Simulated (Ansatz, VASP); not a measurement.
**Two plane-wave programs on Ta**

The input POSCAR:

```
Ta
1.0
    2.9003720726      0.0000000000      0.0000000000
   -1.4501860363      2.5117958953      0.0000000000
    0.0000000000      0.0000000000      5.1662740000
Ta
2
Direct
    0.6666666667      0.3333333333      0.7064483030
    0.3333333333      0.6666666667      0.2500000000
```

The input INCAR.step1:

```
SYSTEM = Ta
PREC = Accurate
ENCUT = 520
ISMEAR = 0
SIGMA = 0.15
LREAL = .False.
LASPH = .True.
NELM = 60
NBANDS = 18
GGA = PE
ALGO = Normal
EDIFF = 1E-4
LWAVE = .True.
LCHARG = .False.
```

INCAR.step2

```
SYSTEM = Ta
PREC = Accurate
ENCUT = 520
EDIFF = 1E-6
ISMEAR = 0
SIGMA = 0.15
LREAL = .False.
LASPH = .True.
NELM = 60
ALGO = Normal
ISIF = 2
LWAVE = .False.
LCHARG = .False.
METAGGA = R2SCAN
LMIXTAU = .True.
NBANDS = 18
ISTART = 1
```

Contents of KPOINTS:

```
regular mesh
0
Gamma
  18 18 10
  0 0 0
```

Input for Ansatz:

```yaml
crystal:
  lattice:
    - [2.9003720726, 0.0, 0.0]
    - [-1.4501860363, 2.5117958953, 0.0]
    - [0.0, 0.0, 5.166274]
  atoms:
    - { symbol: Ta, position: [0.6666666667, 0.3333333333, 0.706448303] }
    - { symbol: Ta, position: [0.3333333333, 0.6666666667, 0.25] }
basis:
  ecutwfc: 500
kpoints:
  mp_grid: { grid: [18, 18, 10] }
hamiltonian:
  xc: r2scan
scf:
  occupations: { method: gaussian, width: 0.15 }
output:
  forces: true
  stress: true
  eigenvalues: true
```

Alike in both runs: task single point; functional r2SCAN; k mesh 18 × 18 × 10; occupations gaussian, width 0.15 eV; no spin polarisation.

|  | VASP | Ansatz |
| --- | --- | --- |
| version | VASP 6.6.1 | Ansatz 0.2.0 |
| potentials or method | VASP PAW PBE potentials, release 64 (Ta_pv), cutoff 520 eV | scalar-relativistic, plane waves, PAW |
| valence electrons in the cell | 22 | 26 |

Ansatz gave:

| Property | Result |
| --- | --- |
| gap on the k mesh at the Fermi level (eV) | none |
| pressure (GPa) | 0.7 |
| traceless stress, the component that is largest in VASP (GPa) | 1.50 |
| rms of the force components (eV/Å) | 1.478 |

What did VASP give for the same quantities?

gap on the k mesh at the Fermi level (eV): none; pressure (GPa): 1.2; traceless stress, the component that is largest in VASP (GPa): 1.52; rms of the force components (eV/Å): 1.479.

VASP's potentials were made for PBE, not for r2SCAN. Atom by atom the forces differ by 0.001 eV/Å (rms over components). A gap of «none» marks a metal or a gap that the smearing closes. VASP's potentials hold 22 valence electrons a cell and Ansatz's 26, so a difference there can come from the potentials and not from the codes.

Neither program's run includes spin-orbit coupling.
